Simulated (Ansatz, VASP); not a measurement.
One calculation of InAs, two programs

```
CELL_PARAMETERS angstrom
0.00000 3.06089 3.06089
3.06089 0.00000 3.06089
3.06089 3.06089 0.00000
ATOMIC_POSITIONS crystal
In 0.00000 0.00000 0.00000
As 0.75000 0.75000 0.75000
```

Alike in both runs: task single point; functional r2SCAN; dispersion rVV10; k mesh 6 × 6 × 6; occupations gaussian, width 0.05 eV; no spin polarisation.

|  | VASP | Ansatz |
| --- | --- | --- |
| version | VASP 6.6.1 | Ansatz 0.2.0 |
| potentials or method | VASP PAW PBE potentials, release 64 (In_d, As), cutoff 520 eV | scalar-relativistic, plane waves, PAW |
| valence electrons in the cell | 18 | 28 |

```tsv
	VASP	Ansatz	Ansatz less VASP
pressure (GPa)	-0.9	-1.1	-0.12
```

VASP's potentials were made for PBE, not for r2SCAN. VASP's potentials hold 18 valence electrons a cell and Ansatz's 28, so a difference there can come from the potentials and not from the codes.
